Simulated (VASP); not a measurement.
# KP5 (P6/mmm) in VASP: single point with PBE

Aim: the single point of KP5 with PBE.

All numbers are computed with VASP 6.6.1; they aren't measurements. Logs are shortened: lines on timing, memory, paths and dates and some standing lists are left out, and cuts for length are marked.

## (1) The cell of the first run

Symmetry: P6/mmm, No. 191, hexagonal system. Conventional cell: a = 6.365 Å, b = 6.365 Å, c = 3.242 Å, α = 90.00°, β = 90.00°, γ = 120.00°. Within 4.3 Å of K (site symmetry 6/mmm) lie 2 K at 3.24 Å and 18 P at 3.57 to 3.67 Å. P (site symmetry mmm) has 10 P at 2.45 to 3.24 Å within 3.3 Å. Within 3.3 Å of P (site symmetry -6m2) lie 8 P at 2.45 to 3.24 Å.

The cell was built from a structure type or drawn by symmetry, and may not be a known phase.

## (2) Single point, PBE

INCAR reads:

```
  PREC = Accurate
  ENCUT = 520
  EDIFF = 1E-6
  ISMEAR = 0
  SIGMA = 0.1
  LREAL = False
  LASPH = True
  NELM = 100
  ALGO = Fast
  ISIF = 2
  LWAVE = False
  LCHARG = True
  GGA = PE
  LELF = True
  LVHAR = True
  NBANDS = 26
```

KPOINTS reads:

```
regular mesh
0
Gamma
  9 9 12
```

POSCAR reads:

```
KP5
1.0
    6.3651975675      0.0000000000      0.0000000000
   -3.1825987838      5.5124227936      0.0000000000
    0.0000000000      0.0000000000      3.2417474560
K P
1 5
Direct
    0.0000000000      0.0000000000      0.0000000000
    0.5000000000      0.0000000000      0.5000000000
    0.5000000000      0.5000000000      0.5000000000
    0.0000000000      0.5000000000      0.5000000000
    0.3333333333      0.6666666667      0.0000000000
    0.6666666667      0.3333333333      0.0000000000
```

Potentials or basis: VASP PAW PBE potentials, release 64 (K_sv, P).

Launch:

```console
$ cat potpaw_PBE.64/K_sv/POTCAR potpaw_PBE.64/P/POTCAR > POTCAR
$ mpirun -np 1 vasp_std > vasp.out
```

OUTCAR:

```text
PREC = Accurate
   ENCUT = 520
   EDIFF = 1E-6
   ISMEAR = 0
   LREAL = False
   LASPH = True
   NELM = 100
   ISIF = 2
   GGA = PE

 ion  position               nearest neighbor table
   1  0.000  0.000  0.000-
   2  0.500  0.000  0.500-   5 2.45   6 2.45   5 2.45   6 2.45
   3  0.500  0.500  0.500-   5 2.45   6 2.45   5 2.45   6 2.45
   4  0.000  0.500  0.500-   5 2.45   6 2.45   5 2.45   6 2.45
   5  0.333  0.667  0.000-   4 2.45   4 2.45   2 2.45   2 2.45   3 2.45   3 2.45
   6  0.667  0.333  0.000-   4 2.45   4 2.45   2 2.45   2 2.45   3 2.45   3 2.45

  LATTYP: Found a hexagonal cell.
 ALAT       =     6.3651975675
 C/A-ratio  =     0.5092925116

  Lattice vectors:

 A1 = (   6.3651975675,   0.0000000000,   0.0000000000)
 A2 = (  -3.1825987838,   5.5124227936,   0.0000000000)
 A3 = (   0.0000000000,   0.0000000000,   3.2417474560)

Analysis of symmetry for initial positions (statically):
=====================================================================
 Subroutine PRICEL returns:
 Original cell was already a primitive cell.

 Routine SETGRP: Setting up the symmetry group for a
 hexagonal supercell.

 Subroutine GETGRP returns: Found 24 space group operations
 (whereof 24 operations were pure point group operations)
 out of a pool of 24 trial point group operations.

The static configuration has the point symmetry D_6h.

Analysis of symmetry for dynamics (positions and initial velocities):
=====================================================================
 Subroutine PRICEL returns:
 Original cell was already a primitive cell.

 Routine SETGRP: Setting up the symmetry group for a
 hexagonal supercell.

 Subroutine GETGRP returns: Found 24 space group operations
 (whereof 24 operations were pure point group operations)
 out of a pool of 24 trial point group operations.

The dynamic configuration has the point symmetry D_6h.

 Subroutine INISYM returns: Found 24 space group operations
 (whereof 24 operations are pure point group operations),
 and found     1 'primitive' translations

----------------------------------------------------------------------------------------

                                     Primitive cell

  volume of cell :     113.7453

  direct lattice vectors                    reciprocal lattice vectors
     6.365197568  0.000000000  0.000000000     0.157104314  0.090704218  0.000000000
    -3.182598784  5.512422794  0.000000000     0.000000000  0.181408436  0.000000000
     0.000000000  0.000000000  3.241747456     0.000000000  0.000000000  0.308475603

  length of vectors
     6.365197568  6.365197568  3.241747456     0.181408436  0.181408436  0.308475603

  position of ions in fractional coordinates (direct lattice)
     0.000000000  0.000000000  0.000000000
     0.500000000  0.000000000  0.500000000
     0.500000000  0.500000000  0.500000000
     0.000000000  0.500000000  0.500000000
     0.333333333  0.666666667  0.000000000
     0.666666667  0.333333333  0.000000000

  ion indices of the primitive-cell ions
   primitive index   ion index
                 1           1
                 2           2
                 3           3
                 4           4
                 5           5
                 6           6

----------------------------------------------------------------------------------------

 KPOINTS: regular mesh

Automatic generation of k-mesh.
 Grid dimensions read from file:
 generate k-points for:    9    9   12

 Generating k-lattice:

  Cartesian coordinates                     Fractional coordinates (reciprocal lattice)
     0.017456035  0.010078246  0.000000000     0.111111111  0.000000000  0.000000000
     0.000000000  0.020156493  0.000000000     0.000000000  0.111111111  0.000000000
     0.000000000  0.000000000  0.025706300     0.000000000  0.000000000  0.083333333

  Length of vectors
     0.020156493  0.020156493  0.025706300

  Shift w.r.t. Gamma in fractional coordinates (k-lattice)
     0.000000000  0.000000000  0.000000000

 Subroutine IBZKPT returns following result:
 ===========================================

 Found     84 irreducible k-points:

 Following reciprocal coordinates:
            Coordinates               Weight
  0.000000  0.000000  0.000000      1.000000
  0.111111  0.000000  0.000000      6.000000
  0.222222  0.000000  0.000000      6.000000
  0.333333  0.000000  0.000000      6.000000
  0.444444  0.000000  0.000000      6.000000
  0.111111  0.111111  0.000000      6.000000
[... 16 lines left out ...]
  0.333333  0.222222  0.083333     24.000000
  0.333333  0.333333  0.083333      4.000000
 [... further k-points ...]
   k-points           NKPTS =     84   k-points in BZ     NKDIM =     84   number of bands    NBANDS=     26
   number of dos      NEDOS =    301   number of ions     NIONS =      6
   total plane-waves  NPLWV =  55296
   dimension x,y,z NGX =    48 NGY =   48 NGZ =   24
   dimension x,y,z NGXF=    96 NGYF=   96 NGZF=   48
   ions per type =               1   5
   NGX,Y,Z   is equivalent  to a cutoff of  12.54, 12.54, 12.31 a.u.
   NGXF,Y,Z  is equivalent  to a cutoff of  25.07, 25.07, 24.62 a.u.
 SYSTEM =  unknown system
   PREC   = accura    normal or accurate (medium, high low for compatibility)
   ISTART =      0    job   : 0-new  1-cont  2-samecut
   ICHARG =      2    charge: 1-file 2-atom 10-const
   ISPIN  =      1    spin polarized calculation?
   LNONCOLLINEAR =      F non collinear calculations
   LSORBIT =      F    spin-orbit coupling
   LASPH  =      T    aspherical Exc in radial PAW
   ENCUT  =  520.0 eV  38.22 Ry    6.18 a.u.  11.84 11.84  6.03*2*pi/ulx,y,z
   NELM   =    100;   NELMIN=  2; NELMDL= -5     # of ELM steps
   EDIFF  = 0.1E-05   stopping-criterion for ELM
   LREAL  =      F    real-space projection
   EDIFFG = 0.1E-04   stopping-criterion for IOM
   NSW    =      0    number of steps for IOM
   IBRION =     -1    ionic relax: 0-MD 1-quasi-New 2-CG
   NFREE  =      0    steps in history (QN), initial steepest desc. (CG)
   ISIF   =      2    stress and relaxation
   ISYM   =      2    0-nonsym 1-usesym 2-fastsym
   POTIM  = 0.5000    time-step for ionic-motion
   TEBEG  =    0.0;   TEEND  =   0.0 temperature during run
   PSTRESS=    0.0 pullay stress
   NELECT =      34.0000    total number of electrons
   NUPDOWN=      -1.0000    fix difference up-down
   EMIN   =  10.00;   EMAX   =-10.00  energy-range for DOS
   EFERMI =   0.00;   METHOD = LEGACY
   ISMEAR =     0;   SIGMA  =   0.10  broadening in eV -4-tet -1-fermi 0-gaus
   EFERMI_NEDOS =   21; number of points for ismear=-14 and -15
   IALGO  =     68    algorithm
   IMIX   =      4    mixing-type and parameters
     AMIX     =   0.40;   BMIX     =  1.00
     AMIX_MAG =   1.60;   BMIX_MAG =  1.00
  volume/ion in A,a.u.               =      18.96       127.93
  Fermi-wavevector in a.u.,A,eV,Ry     =   1.094603  2.068500 16.301896  1.198156
  Thomas-Fermi vector in A             =   2.230911
   LORBIT       =      0    0 simple, 1 ext, 2 COOP (PROOUT), +10 PAW based schemes
   GGA     = PE    functional components
   LHFCALC =     F    Hartree Fock is set to
   AEXX    =    0.0000 exact exchange contribution
   IVDW    =     0    specifies the selected vdW correction
   LEPSILON=     F    determine dielectric tensor
   LRPA    =     F    only Hartree local field effects (RPA)
 non-spin polarized calculation
 RMM-DIIS sequential band-by-band and
 Gauss-broadening in eV      SIGMA  =   0.10
  energy-cutoff  :      520.00
  volume of cell :      113.75
 maximum number of plane-waves:      3096
 NGX is ok and might be reduce to    48
   NGX = 23   NGY = 23   NGZ = 13

 number of electron      34.0000005 magnetization

 Free energy of the ion-electron system (eV)
  ---------------------------------------------------
  ext. energy  EPLUGINS =         0.00000000
  ---------------------------------------------------
  free energy    TOTEN  =       -26.97761372 eV

  energy without entropy =      -26.96631917  energy(sigma->0) =      -26.97196644

 E-fermi :   6.0219     XC(G=0):  -9.9448

 val. band max:        6.0103358865   @ k =   0.3333   0.0000   0.1667
 cond. band min:       6.0246235853   @ k =   0.3333   0.3333   0.4167
 fundamental gap:      0.0142876988
 Fermi energy:         6.0218884111

 k-point     1 :       0.0000    0.0000    0.0000
  band No.  band energies     occupation
      1     -24.7811      2.00000
      2      -9.1579      2.00000
      3      -8.2791      2.00000
      4      -8.2791      2.00000
      5      -7.9170      2.00000
      6      -6.3743      2.00000
[... 18 lines left out ...]
     25      10.6285      0.00000
     26      12.2927      0.00000

 k-point     2 :       0.1111    0.0000    0.0000
  band No.  band energies     occupation
      1     -24.7811      2.00000
      2      -9.1342      2.00000
      3      -8.2814      2.00000
      4      -8.2630      2.00000
      5      -7.9170      2.00000
      6      -6.6284      2.00000
[... 18 lines left out ...]
     25      10.8177      0.00000
     26      12.0204      0.00000

 k-point     3 :       0.2222    0.0000    0.0000
  band No.  band energies     occupation
      1     -24.7811      2.00000
      2      -9.0664      2.00000
      3      -8.2875      2.00000
      4      -8.2177      2.00000
      5      -7.9169      2.00000
      6      -7.0782      2.00000
[... 572 lines left out ...]
 k-point    23 :       0.3333    0.2222    0.0833
  band No.  band energies     occupation
      1     -24.7737      2.00000
      2      -8.7166      2.00000
      3      -8.4239      2.00000
      4      -7.9858      2.00000
      5      -7.9499      2.00000
      6      -7.7701      2.00000
[... 18 lines left out ...]
     25      11.0809      0.00000
     26      11.6640      0.00000

 k-point    24 :       0.3333    0.3333    0.0833
  band No.  band energies     occupation
      1     -24.7737      2.00000
      2      -8.5720      2.00000
      3      -8.5720      2.00000
      4      -7.9819      2.00000
      5      -7.8704      2.00000
      6      -7.8704      2.00000
[... 18 lines left out ...]
     25      11.2848      0.00000
     26      11.8109      0.00000

 [... further k-points ...]

------------------------ aborting loop because EDIFF is reached ----------------------------------------

  FORCE on cell =-STRESS in cart. coord.  units (eV):
  Direction    XX          YY          ZZ          XY          YZ          ZX
  --------------------------------------------------------------------------------------
  -------------------------------------------------------------------------------------
  Total       -0.0708187     -0.0708187     -0.1348043      0.0000000     -0.0000000      0.0000000
  in kB       -0.9975283     -0.9975283     -1.8988071      0.0000000     -0.0000000      0.0000000
  external PRESSURE =      -1.2979546 kB  Pullay stress =       0.0000000 kB

 VOLUME and BASIS-vectors are now :
 -----------------------------------------------------------------------------
  energy-cutoff  :      520.00
  volume of cell :      113.75
      direct lattice vectors                 reciprocal lattice vectors
     6.365197568  0.000000000  0.000000000     0.157104314  0.090704218  0.000000000
    -3.182598784  5.512422794  0.000000000     0.000000000  0.181408436  0.000000000
     0.000000000  0.000000000  3.241747456     0.000000000  0.000000000  0.308475603

 POSITION                                       TOTAL-FORCE (eV/Angst)
 -----------------------------------------------------------------------------------
      0.00000      0.00000      0.00000        -0.000000      0.000000      0.000000
      3.18260      0.00000      1.62087        -0.000000      0.000000      0.000000
      1.59130      2.75621      1.62087        -0.000000      0.000000      0.000000
     -1.59130      2.75621      1.62087        -0.000000      0.000000      0.000000
     -0.00000      3.67495      0.00000        -0.000000      0.000000     -0.000000
      3.18260      1.83747      0.00000         0.000000     -0.000000      0.000000
 -----------------------------------------------------------------------------------
    total drift:                               -0.000000      0.000000     -0.000000

  FREE ENERGIE OF THE ION-ELECTRON SYSTEM (eV)
  ---------------------------------------------------
  free  energy   TOTEN  =       -26.9776137198 eV

  energy  without entropy=      -26.9663191663  energy(sigma->0) =      -26.97196644
```

It took 4.2 min on 1 thread of Intel Xeon Platinum 8375C at 2.90GHz (Ice Lake), shared host; peak memory 0.35 GiB.

What came out:

```
Free energy            : -26.9776 eV
Pressure               : -0.1 GPa
Band gap on the k mesh : zero (bands 17 and 18 overlap by 1.77 eV)
```
